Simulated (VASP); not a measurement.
# Zn (Fd-3m) in VASP: a series of runs

The runs below take Zn through relaxation of cell and atoms, with PBE.

All numbers are computed with VASP 6.6.1; they aren't measurements. Logs are shortened: lines on timing, memory, paths and dates and some standing lists are left out, and cuts for length are marked.

## (1) The cell of the first run

Symmetry: Fd-3m, No. 227, cubic system. Conventional cell: a = 5.420 Å, b = 5.420 Å, c = 5.420 Å, α = 90.00°, β = 90.00°, γ = 90.00°. Zn (site symmetry -43m) has 4 Zn at 2.35 Å within 3.1 Å.

## (2) Relaxation of cell and atoms, PBE, target pressure 10 GPa, at which the enthalpy is minimised

INCAR reads:

```
ALGO = Normal ; EDIFF = 1E-7
EDIFFG = -0.02 ; ENCUT = 600
GGA = PE ; IBRION = 2
ISIF = 3 ; ISMEAR = -1
LASPH = True ; LCHARG = False
LREAL = False ; LWAVE = False
NELM = 80 ; NSW = 80
PREC = Accurate ; PSTRESS = 100.0
SIGMA = 0.1
```

KPOINTS reads:

```
k-points
0
Gamma
  7 7 7
```

POSCAR reads:

```
Zn
1.0
    0.0000000000      2.7100000000      2.7100000000
    2.7100000000      0.0000000000      2.7100000000
    2.7100000000      2.7100000000      0.0000000000
Zn
2
Direct
    0.0000000000      0.0000000000      0.0000000000
    0.2500000000      0.2500000000      0.2500000000
```

Potentials or basis: VASP PAW PBE potentials, release 64 (Zn).

Run with:

```sh
> cat potpaw_PBE.64/Zn/POTCAR > POTCAR
> mpirun -np 1 vasp_std > vasp.out
```

OUTCAR:

```text
EDIFF = 1E-7
   EDIFFG = -0.02
   ENCUT = 600
   GGA = PE
   IBRION = 2
   ISIF = 3
   ISMEAR = -1
   LASPH = True
   LREAL = False
   NELM = 80
   NSW = 80
   PREC = Accurate
   PSTRESS = 100.0

 ion  position               nearest neighbor table
   1  0.000  0.000  0.000-   2 2.35   2 2.35   2 2.35   2 2.35
   2  0.250  0.250  0.250-   1 2.35   1 2.35   1 2.35   1 2.35

  LATTYP: Found a face centered cubic cell.
 ALAT       =     5.4200000000

  Lattice vectors:

 A1 = (   0.0000000000,   2.7100000000,   2.7100000000)
 A2 = (   2.7100000000,   0.0000000000,   2.7100000000)
 A3 = (   2.7100000000,   2.7100000000,   0.0000000000)

Analysis of symmetry for initial positions (statically):
=====================================================================
 Subroutine PRICEL returns:
 Original cell was already a primitive cell.

 Routine SETGRP: Setting up the symmetry group for a
 face centered cubic supercell.

 Subroutine GETGRP returns: Found 48 space group operations
 (whereof 24 operations were pure point group operations)
 out of a pool of 48 trial point group operations.

The static configuration has the point symmetry T_d .
 The point group associated with its full space group is O_h .

Analysis of symmetry for dynamics (positions and initial velocities):
=====================================================================
 Subroutine PRICEL returns:
 Original cell was already a primitive cell.

 Routine SETGRP: Setting up the symmetry group for a
 face centered cubic supercell.

 Subroutine GETGRP returns: Found 48 space group operations
 (whereof 24 operations were pure point group operations)
 out of a pool of 48 trial point group operations.

The dynamic configuration has the point symmetry T_d .
 The point group associated with its full space group is O_h .

 Subroutine INISYM returns: Found 48 space group operations
 (whereof 24 operations are pure point group operations),
 and found     1 'primitive' translations

----------------------------------------------------------------------------------------
[... 144 lines left out ...]
  Total        2.5755567      2.5755567      2.5755567     -0.0000000     -0.0000000      0.0000000
  in kB      103.6677875    103.6677875    103.6677875     -0.0000000     -0.0000000      0.0000000
  external PRESSURE =       3.6677875 kB  Pullay stress =     100.0000000 kB

 VOLUME and BASIS-vectors are now :
 -----------------------------------------------------------------------------
  energy-cutoff  :      600.00
  volume of cell :       39.81
      direct lattice vectors                 reciprocal lattice vectors
     0.000000000  2.710000000  2.710000000    -0.184501845  0.184501845  0.184501845
     2.710000000  0.000000000  2.710000000     0.184501845 -0.184501845  0.184501845
     2.710000000  2.710000000  0.000000000     0.184501845  0.184501845 -0.184501845

 POSITION                                       TOTAL-FORCE (eV/Angst)
 -----------------------------------------------------------------------------------
      0.00000      0.00000      0.00000         0.000000      0.000000      0.000000
      1.35500      1.35500      1.35500        -0.000000     -0.000000     -0.000000
 -----------------------------------------------------------------------------------
    total drift:                               -0.000000      0.000000      0.000000

  FREE ENERGIE OF THE ION-ELECTRON SYSTEM (eV)
  ---------------------------------------------------
  free  energy   TOTEN  =        -1.0364947991 eV

  energy  without entropy=       -1.0079796822  energy(sigma->0) =       -1.02223724

  enthalpy is  TOTEN    =         1.4479381819 eV   P V=        2.4844329810

--------------------------------------- Ionic step        2  -------------------------------------------

 number of electron      24.0000011 magnetization

 Free energy of the ion-electron system (eV)
  ---------------------------------------------------
  ext. energy  EPLUGINS =         0.00000000
  ---------------------------------------------------
  free energy    TOTEN  =        -1.05309214 eV

  energy without entropy =       -1.02442518  energy(sigma->0) =       -1.03875866

 E-fermi :   1.2447     XC(G=0):  -9.9050

 val. band max:        1.1797664345   @ k =  -0.4286   0.4286   0.0000
 cond. band min:       1.2899726582   @ k =   0.4286   0.2857   0.1429
 fundamental gap:      0.1102062236
 Fermi energy:         1.2446510187

 k-point     1 :       0.0000    0.0000    0.0000
  band No.  band energies     occupation
      1      -7.4035      2.00000
      2      -6.7880      2.00000
      3      -6.7880      2.00000
      4      -6.7880      2.00000
      5      -6.7423      2.00000
      6      -6.7423      2.00000
[... 357 lines left out ...]
      3      -6.6575      2.00000
      4      -6.5367      2.00000
      5      -6.3856      2.00000
      6      -6.2299      2.00000
[... 8 lines left out ...]
     15       8.5827      0.00000
     16      11.1113      0.00000

------------------------ aborting loop because EDIFF is reached ----------------------------------------

  FORCE on cell =-STRESS in cart. coord.  units (eV):
  Direction    XX          YY          ZZ          XY          YZ          ZX
  --------------------------------------------------------------------------------------
  -------------------------------------------------------------------------------------
  Total        2.4711040      2.4711040      2.4711040     -0.0000000     -0.0000000      0.0000000
  in kB       98.8105040     98.8105040     98.8105040     -0.0000000     -0.0000000      0.0000000
  external PRESSURE =      -1.1894960 kB  Pullay stress =     100.0000000 kB

 VOLUME and BASIS-vectors are now :
 -----------------------------------------------------------------------------
  energy-cutoff  :      600.00
  volume of cell :       40.07
      direct lattice vectors                 reciprocal lattice vectors
    -0.000000000  2.715956648  2.715956648    -0.184097195  0.184097195  0.184097195
     2.715956648 -0.000000000  2.715956648     0.184097195 -0.184097195  0.184097195
     2.715956648  2.715956648 -0.000000000     0.184097195  0.184097195 -0.184097195

 POSITION                                       TOTAL-FORCE (eV/Angst)
 -----------------------------------------------------------------------------------
      0.00000      0.00000      0.00000        -0.000000     -0.000000     -0.000000
      1.35798      1.35798      1.35798         0.000000      0.000000      0.000000
 -----------------------------------------------------------------------------------
    total drift:                               -0.000000      0.000000      0.000000

  FREE ENERGIE OF THE ION-ELECTRON SYSTEM (eV)
  ---------------------------------------------------
  free  energy   TOTEN  =        -1.0530921358 eV

  energy  without entropy=       -1.0244251837  energy(sigma->0) =       -1.03875866

  enthalpy is  TOTEN    =         1.4477594189 eV   P V=        2.5008515547

 reached required accuracy - stopping structural energy minimisation
```

OSZICAR:

```text
N       E                     dE             d eps       ncg     rms          rms(c)
DAV:   1     0.106206269644E+03    0.10621E+03   -0.13873E+04   640   0.240E+03
DAV:   2     0.237976296885E+01   -0.10383E+03   -0.10277E+03   656   0.314E+02
DAV:   3    -0.119154279522E+01   -0.35713E+01   -0.35665E+01   768   0.693E+01
[... 14 lines left out ...]
DAV:   3    -0.105362349278E+01    0.12643E-02   -0.69730E-04   712   0.376E-01    0.151E-01
DAV:   4    -0.105308799565E+01    0.53550E-03   -0.11797E-04   928   0.178E-01    0.804E-03
DAV:   5    -0.105309138332E+01   -0.33877E-05   -0.18988E-05   760   0.410E-02    0.208E-03
DAV:   6    -0.105309221882E+01   -0.83550E-06   -0.12532E-06   720   0.166E-02    0.756E-04
DAV:   7    -0.105309213582E+01    0.82998E-07   -0.94182E-09   328   0.160E-03
   2 F= 0.14477594E+01 E0= 0.14620929E+01  d E =-.178763E-03
```

CONTCAR:

```text
Zn
   1.00000000000000
    -0.0000000000000000    2.7159566480184711    2.7159566480184711
     2.7159566480184711   -0.0000000000000000    2.7159566480184711
     2.7159566480184711    2.7159566480184711   -0.0000000000000000
  Zn
     2
Direct
     0.0000000000000000    0.0000000000000000    0.0000000000000000
     0.2500000000000000    0.2500000000000000    0.2500000000000000

  0.00000000E+00  0.00000000E+00  0.00000000E+00
  0.00000000E+00  0.00000000E+00  0.00000000E+00
```

It took 14 s on 1 thread of Intel Xeon 6975P-C, shared host; peak memory 0.18 GiB.

Results:

| Property | Result |
| --- | --- |
| Free energy | -1.0531 eV |
| Relaxed volume | 20.03 Å³/atom |
| Relaxed cell | a = 3.841 Å, b = 3.841 Å, c = 3.841 Å, α = 60.00°, β = 60.00°, γ = 60.00° |
| Space group after relaxing (to 0.05 Å) | Fd-3m (No. 227) |
| Energy change on relaxing (the enthalpy is what falls) | -8.3 meV/atom |
| Ionic steps | 2 |
| Pressure after relaxing | 9.9 GPa |
| Band gap on the k mesh | zero (band 12 reaches 7.40 eV, above the bottom of band 13 at 0.34 eV) |

Step by step:
```
step  energy change (eV)  largest force (eV/Å)  pressure (GPa)  volume (Å³)
   1              0.0000                0.0000           10.37        39.81
   2             -0.0166                0.0000            9.88        40.07
```

Final structure:
```
Zn
1.0
     0.00000    2.71596    2.71596
     2.71596    0.00000    2.71596
     2.71596    2.71596    0.00000
Zn
2
Direct
  0.00000 0.00000 0.00000
  0.25000 0.25000 0.25000
```

Levels at points of the mesh, in eV from the Fermi level:
```csv
k point,band 10,band 11,band 12,band 13,band 14,band 15
"(0.00, 0.00, 0.00)",-6.89,-6.89,6.16,6.16,6.16,7.55
```

Caveat: the cell is relaxed towards a set pressure, so the enthalpy falls and the energy may rise.

## (3) Relaxation of cell and atoms, PBE, target pressure 20 GPa, at which the enthalpy is minimised

INCAR reads:

```
PREC = Accurate
ENCUT = 600
EDIFF = 1E-6
ISMEAR = -1
SIGMA = 0.1
LREAL = F
LASPH = T
NELM = 80
ALGO = Normal
ISIF = 3
LWAVE = F
LCHARG = F
GGA = PE
IBRION = 2
NSW = 80
EDIFFG = -0.02
PSTRESS = 200.0
```

KPOINTS reads:

```
regular mesh
0
Gamma
  7 7 7
```

POSCAR is that of step 2.

Potentials or basis: VASP PAW PBE potentials, release 64 (Zn).

Run with:

```sh
> cat potpaw_PBE.64/Zn/POTCAR > POTCAR
> mpirun -np 1 vasp_std > vasp.out
```

Run time: 24 s. Hardware: 1 thread of Intel Xeon 6975P-C, shared host; peak memory 0.18 GiB.

Results (log left out):

```yaml
Free_energy: -0.6672 eV
Relaxed_volume: 17.89 Å³/atom
Relaxed_cell: a = 3.699 Å, b = 3.699 Å, c = 3.699 Å, α = 60.00°, β = 60.00°, γ = 60.00°
Space_group_after_relaxing_to_0.05_Å: Fd-3m (No. 227)
Energy_change_on_relaxing_the_enthalpy_is_what_falls: +184.6 meV/atom
Ionic_steps: 3
Pressure_after_relaxing: 19.8 GPa
Band_gap_on_the_k_mesh: zero (band 12 reaches 8.66 eV, above the bottom of band 13 at 0.73 eV)
```

Step by step:
| step | energy change (eV) | largest force (eV/Å) | pressure (GPa) | volume (Å³) |
| --- | --- | --- | --- | --- |
| 1 | 0.0000 | 0.0000 | 10.37 | 39.81 |
| 2 | 0.7442 | 0.0000 | 29.18 | 33.30 |
| 3 | 0.3693 | 0.0000 | 19.83 | 35.78 |

Final structure:
```xyz
2
Lattice="0.0000 2.6153 2.6153 2.6153 0.0000 2.6153 2.6153 2.6153 0.0000" Properties=species:S:1:pos:R:3 pbc="T T T"
Zn    0.0000    0.0000    0.0000
Zn    1.3077    1.3077    1.3077
```

Levels at points of the mesh, in eV from the Fermi level:
```
           k point  band 8  band 9  band 10  band 11  band 12  band 13  band 14  band 15  band 16
(0.00, 0.00, 0.00)   -7.40   -7.40    -7.00    -7.00     6.80     6.80     6.80     8.10     8.10
```

Caveat: the cell is relaxed towards a set pressure, so the enthalpy falls and the energy may rise.

(Continued in part 2 of 2.)
